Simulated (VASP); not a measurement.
# C (R3m) in VASP: a series of runs, part 2 of 2

VASP 6.6.1. The steps go on from the part before.

## (3) Single point, r2SCAN (atom 1 (C) moved -0.080 Å towards its neighbour atom 5 (C) at 1.542 Å)

Input file POSCAR:

```
C
1.0
    3.5602834153      0.0000000000      0.0000000000
    0.0000000000     -3.5602834153      0.0000000000
    0.0000000000      0.0000000000     -3.5602834153
C
8
Direct
    0.4870268695      0.0129731305      0.0129731305
    0.0000000000      0.5000000000      0.0000000000
    0.0000000000      0.0000000000      0.5000000000
    0.5000000000      0.5000000000      0.5000000000
    0.7500000000      0.7500000000      0.7500000000
    0.2500000000      0.2500000000      0.7500000000
    0.2500000000      0.7500000000      0.2500000000
    0.7500000000      0.2500000000      0.2500000000
```

Input file INCAR.step1:

```
  PREC = Accurate
  ENCUT = 520
  ISMEAR = 0
  SIGMA = 0.05
  LREAL = F
  LASPH = T
  NELM = 60
  NBANDS = 26
  GGA = PE
  ALGO = Normal
  EDIFF = 1E-4
  LWAVE = T
  LCHARG = F
```

Input file INCAR.step2:

```
  PREC = Accurate
  ENCUT = 520
  EDIFF = 1E-6
  ISMEAR = 0
  SIGMA = 0.05
  LREAL = F
  LASPH = T
  NELM = 60
  ALGO = Normal
  ISIF = 2
  LWAVE = F
  LCHARG = F
  METAGGA = R2SCAN
  LMIXTAU = T
  NBANDS = 26
  ISTART = 1
```

Input file KPOINTS:

```
Automatic mesh
0
Gamma
  6 6 6
```

Potentials or basis: VASP PAW PBE potentials, release 64 (C).

Run with:

```
$ cat potpaw_PBE.64/C/POTCAR > POTCAR
$ cp INCAR.step1 INCAR
$ mpirun -np 1 vasp_std > vasp.out
$ cp INCAR.step2 INCAR
$ mpirun -np 1 vasp_std > vasp.out
```

OUTCAR:

```text
PREC = Accurate
   ENCUT = 520
   EDIFF = 1E-6
   ISMEAR = 0
   LREAL = F
   LASPH = T
   NELM = 60
   ISIF = 2
   METAGGA = R2SCAN
   ISTART = 1

 ion  position               nearest neighbor table
   1  0.487  0.013  0.013-   6 1.52   7 1.52   8 1.52   5 1.62
   2  0.000  0.500  0.000-   5 1.54   6 1.54   7 1.54   8 1.54
   3  0.000  0.000  0.500-   5 1.54   6 1.54   7 1.54   8 1.54
   4  0.500  0.500  0.500-   5 1.54   6 1.54   7 1.54   8 1.54
   5  0.750  0.750  0.750-   2 1.54   3 1.54   4 1.54   1 1.62
   6  0.250  0.250  0.750-   1 1.52   2 1.54   3 1.54   4 1.54
   7  0.250  0.750  0.250-   1 1.52   2 1.54   3 1.54   4 1.54
   8  0.750  0.250  0.250-   1 1.52   2 1.54   3 1.54   4 1.54

  LATTYP: Found a simple cubic cell.
 ALAT       =     3.5602834153

  Lattice vectors:

 A1 = (   3.5602834153,   0.0000000000,   0.0000000000)
 A2 = (   0.0000000000,  -3.5602834153,   0.0000000000)
 A3 = (   0.0000000000,   0.0000000000,  -3.5602834153)

Analysis of symmetry for initial positions (statically):
=====================================================================
 Subroutine PRICEL returns:
 Original cell was already a primitive cell.

 Routine SETGRP: Setting up the symmetry group for a
 simple cubic supercell.

 Subroutine GETGRP returns: Found  6 space group operations
 (whereof  2 operations were pure point group operations)
 out of a pool of 48 trial point group operations.

The static configuration has the point symmetry C_1h.
 The point group associated with its full space group is C_3v.

Analysis of symmetry for dynamics (positions and initial velocities):
=====================================================================
 Subroutine PRICEL returns:
 Original cell was already a primitive cell.

 Routine SETGRP: Setting up the symmetry group for a
 simple cubic supercell.

 Subroutine GETGRP returns: Found  6 space group operations
 (whereof  2 operations were pure point group operations)
 out of a pool of 48 trial point group operations.

The dynamic configuration has the point symmetry C_1h.
 The point group associated with its full space group is C_3v.

 Subroutine INISYM returns: Found  6 space group operations
 (whereof  2 operations are pure point group operations),
 and found     1 'primitive' translations

----------------------------------------------------------------------------------------

                                     Primitive cell

  volume of cell :      45.1288

  direct lattice vectors                    reciprocal lattice vectors
     3.560283415  0.000000000  0.000000000     0.280876516  0.000000000  0.000000000
     0.000000000 -3.560283415  0.000000000     0.000000000 -0.280876516  0.000000000
     0.000000000  0.000000000 -3.560283415     0.000000000  0.000000000 -0.280876516

  length of vectors
     3.560283415  3.560283415  3.560283415     0.280876516  0.280876516  0.280876516

  position of ions in fractional coordinates (direct lattice)
     0.487026869  0.012973131  0.012973131
     0.000000000  0.500000000  0.000000000
     0.000000000  0.000000000  0.500000000
     0.500000000  0.500000000  0.500000000
     0.750000000  0.750000000  0.750000000
     0.250000000  0.250000000  0.750000000
     0.250000000  0.750000000  0.250000000
     0.750000000  0.250000000  0.250000000

  ion indices of the primitive-cell ions
[... 39 lines left out ...]
  0.166667  0.000000  0.000000      6.000000
  0.333333  0.000000  0.000000      6.000000
  0.500000  0.000000  0.000000      3.000000
  0.166667  0.166667  0.000000      6.000000
  0.000000  0.166667  0.166667      6.000000
[... 16 lines left out ...]
 -0.333333  0.333333  0.166667      6.000000
  0.500000  0.333333  0.166667     12.000000
 [... further k-points ...]
   k-points           NKPTS =     32   k-points in BZ     NKDIM =     32   number of bands    NBANDS=     26
   number of dos      NEDOS =    301   number of ions     NIONS =      8
   total plane-waves  NPLWV =  21952
   dimension x,y,z NGX =    28 NGY =   28 NGZ =   28
   dimension x,y,z NGXF=    56 NGYF=   56 NGZF=   56
   ions per type =               8
   NGX,Y,Z   is equivalent  to a cutoff of  13.07, 13.07, 13.07 a.u.
   NGXF,Y,Z  is equivalent  to a cutoff of  26.15, 26.15, 26.15 a.u.
 SYSTEM =  unknown system
   PREC   = accura    normal or accurate (medium, high low for compatibility)
   ISTART =      1    job   : 0-new  1-cont  2-samecut
   ICHARG =      0    charge: 1-file 2-atom 10-const
   ISPIN  =      1    spin polarized calculation?
   LNONCOLLINEAR =      F non collinear calculations
   LSORBIT =      F    spin-orbit coupling
   LASPH  =      T    aspherical Exc in radial PAW
   ENCUT  =  520.0 eV  38.22 Ry    6.18 a.u.   6.62  6.62  6.62*2*pi/ulx,y,z
   NELM   =     60;   NELMIN=  2; NELMDL=  0     # of ELM steps
   EDIFF  = 0.1E-05   stopping-criterion for ELM
   LREAL  =      F    real-space projection
   EDIFFG = 0.1E-04   stopping-criterion for IOM
   NSW    =      0    number of steps for IOM
   IBRION =     -1    ionic relax: 0-MD 1-quasi-New 2-CG
   NFREE  =      0    steps in history (QN), initial steepest desc. (CG)
   ISIF   =      2    stress and relaxation
   ISYM   =      2    0-nonsym 1-usesym 2-fastsym
   POTIM  = 0.5000    time-step for ionic-motion
   TEBEG  =    0.0;   TEEND  =   0.0 temperature during run
   PSTRESS=    0.0 pullay stress
   NELECT =      32.0000    total number of electrons
   NUPDOWN=      -1.0000    fix difference up-down
   EMIN   =  10.00;   EMAX   =-10.00  energy-range for DOS
   EFERMI =   0.00;   METHOD = LEGACY
   ISMEAR =     0;   SIGMA  =   0.05  broadening in eV -4-tet -1-fermi 0-gaus
   EFERMI_NEDOS =   21; number of points for ismear=-14 and -15
   IALGO  =     38    algorithm
   IMIX   =      4    mixing-type and parameters
     AMIX     =   0.40;   BMIX     =  1.00
     AMIX_MAG =   1.60;   BMIX_MAG =  1.00
  volume/ion in A,a.u.               =       5.64        38.07
  Fermi-wavevector in a.u.,A,eV,Ry     =   1.459846  2.758708 28.996044  2.131149
  Thomas-Fermi vector in A             =   2.576365
   LORBIT       =      0    0 simple, 1 ext, 2 COOP (PROOUT), +10 PAW based schemes
   METAGGA = R2SCAN    functional components
   LHFCALC =     F    Hartree Fock is set to
   AEXX    =    0.0000 exact exchange contribution
   IVDW    =     0    specifies the selected vdW correction
   LEPSILON=     F    determine dielectric tensor
   LRPA    =     F    only Hartree local field effects (RPA)
 non-spin polarized calculation
 Gauss-broadening in eV      SIGMA  =   0.05
  energy-cutoff  :      520.00
  volume of cell :       45.13
 maximum number of plane-waves:      1233
 NGX is ok and might be reduce to    28
   NGX = 13   NGY = 13   NGZ = 13

 number of electron      31.9999999 magnetization

 Free energy of the ion-electron system (eV)
  ---------------------------------------------------
  ext. energy  EPLUGINS =         0.00000000
  ---------------------------------------------------
  free energy    TOTEN  =       -78.48963188 eV

  energy without entropy =      -78.48963188  energy(sigma->0) =      -78.48963188

 E-fermi :  10.5068     XC(G=0): -14.2880

 val. band max:       10.1788630621   @ k =   0.0000   0.0000   0.0000
 cond. band min:      14.1158338949   @ k =   0.3333   0.0000   0.0000
 fundamental gap:      3.9369708328
 Fermi energy:        10.5068332256

 k-point     1 :       0.0000    0.0000    0.0000
  band No.  band energies     occupation
      1     -12.9883      2.00000
      2      -4.0330      2.00000
      3      -3.9639      2.00000
      4      -3.9639      2.00000
      5      -3.8026      2.00000
      6      -3.8026      2.00000
[... 685 lines left out ...]
     25      21.0429      0.00000
     26      21.2601      0.00000

 [... further k-points ...]
[... 5 lines left out ...]
  --------------------------------------------------------------------------------------
  -------------------------------------------------------------------------------------
  Total        0.4878880      0.4878880      0.4878880     -0.0194522     -0.0194522     -0.0194522
  in kB       17.3211617     17.3211617     17.3211617     -0.6905976     -0.6905976     -0.6905976
  external PRESSURE =      17.3211617 kB  Pullay stress =       0.0000000 kB

 VOLUME and BASIS-vectors are now :
 -----------------------------------------------------------------------------
  energy-cutoff  :      520.00
  volume of cell :       45.13
      direct lattice vectors                 reciprocal lattice vectors
     3.560283415  0.000000000  0.000000000     0.280876516  0.000000000  0.000000000
     0.000000000 -3.560283415  0.000000000     0.000000000 -0.280876516  0.000000000
     0.000000000  0.000000000 -3.560283415     0.000000000  0.000000000 -0.280876516

 POSITION                                       TOTAL-FORCE (eV/Angst)
 -----------------------------------------------------------------------------------
      1.73395     -0.04619     -0.04619         1.942944      1.942944      1.942944
      0.00000     -1.78014      0.00000        -0.325588     -0.325588      0.288732
      0.00000      0.00000     -1.78014        -0.325588      0.288732     -0.325588
      1.78014     -1.78014     -1.78014         0.288732     -0.325588     -0.325588
      2.67021     -2.67021     -2.67021        -0.533805     -0.533805     -0.533805
      0.89007     -0.89007     -2.67021        -0.448201     -0.448201     -0.150295
      0.89007     -2.67021     -0.89007        -0.448201     -0.150295     -0.448201
      2.67021     -0.89007     -0.89007        -0.150295     -0.448201     -0.448201
 -----------------------------------------------------------------------------------
    total drift:                                0.000054      0.000054      0.000054

  FREE ENERGIE OF THE ION-ELECTRON SYSTEM (eV)
  ---------------------------------------------------
  free  energy   TOTEN  =       -78.4896318832 eV

  energy  without entropy=      -78.4896318832  energy(sigma->0) =      -78.48963188
```

Wall time 1.9 min (1 thread of Intel Xeon Platinum 8259CL at 2.50GHz (Skylake/Cascade Lake), shared host); peak memory 0.16 GiB.

Results:

* Free energy: -78.4896 eV
* Pressure: 1.7 GPa
* Largest force: 3.365 eV/Å
* Band gap on the k mesh: 3.94 eV

Forces on the atoms (eV/Å):
```
C    1.943  1.943  1.943
C   -0.326 -0.326  0.289
C   -0.326  0.289 -0.326
C    0.289 -0.326 -0.326
C   -0.534 -0.534 -0.534
C   -0.448 -0.448 -0.150
C   -0.448 -0.150 -0.448
C   -0.150 -0.448 -0.448
```

Caveat: the cell differs from its parent crystal (atom 1 (C) moved -0.080 Å towards its neighbour atom 5 (C) at 1.542 Å); the PAW data sets were made with another functional, which shifts forces and pressure a little. A k mesh can miss the band edges.
